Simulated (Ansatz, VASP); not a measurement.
## One calculation of PbS, two programs

File POSCAR:

```
PbS
1.0
    0.0000000000      3.3226668238      3.3226668238
    3.3226668238      0.0000000000      3.3226668238
    3.3226668238      3.3226668238      0.0000000000
Pb S
1 1
Direct
    0.0000000000      0.0000000000      0.0000000000
    0.2500000000      0.2500000000      0.2500000000
```

File INCAR.step1:

```
ALGO = Normal
EDIFF = 1E-4
ENCUT = 520
GGA = PE
ISMEAR = 0
LASPH = T
LCHARG = F
LREAL = F
LWAVE = T
NBANDS = 17
NELM = 80
PREC = Accurate
SIGMA = 0.05
```

File INCAR.step2:

```
ALGO = Normal
EDIFF = 1E-7
ENCUT = 520
ISIF = 2
ISMEAR = 0
ISTART = 1
LASPH = T
LCHARG = F
LMIXTAU = T
LREAL = F
LWAVE = F
METAGGA = R2SCAN
NBANDS = 17
NELM = 80
PREC = Accurate
SIGMA = 0.05
```

File KPOINTS:

```
k-points
0
Gamma
  6 6 6
```

Input for Ansatz:

```yaml
crystal:
  lattice:
    - [0.0, 3.3226668238, 3.3226668238]
    - [3.3226668238, 0.0, 3.3226668238]
    - [3.3226668238, 3.3226668238, 0.0]
  atoms:
    - { symbol: Pb, position: [0.0, 0.0, 0.0] }
    - { symbol: S, position: [0.25, 0.25, 0.25] }
basis:
  ecutwfc: 500
  ecutrho_ratio: 4
kpoints:
  mp_grid: { grid: [6, 6, 6] }
hamiltonian:
  xc: r2scan
scf:
  occupations: { method: gaussian, width: 0.05 }
output:
  forces: true
  stress: true
  eigenvalues: true
```

Alike in both runs: task single point; functional r2SCAN; k mesh 6 × 6 × 6; occupations gaussian, width 0.05 eV; no spin polarisation.

|  | VASP | Ansatz |
| --- | --- | --- |
| version | VASP 6.6.1 | Ansatz 0.2.0 |
| potentials or method | VASP PAW PBE potentials, release 64 (Pb_d, S), cutoff 520 eV | scalar-relativistic, plane waves, PAW |
| valence electrons in the cell | 20 | 20 |

```csv
,VASP,Ansatz,Ansatz less VASP
gap on the k mesh at the Fermi level (eV),1.11,1.11,0.000
least direct gap on the mesh (eV),1.47,1.47,-0.001
pressure (GPa),-0.7,-0.7,0.00
```

VASP's potentials were made for PBE, not for r2SCAN.

Spin-orbit coupling is off throughout.
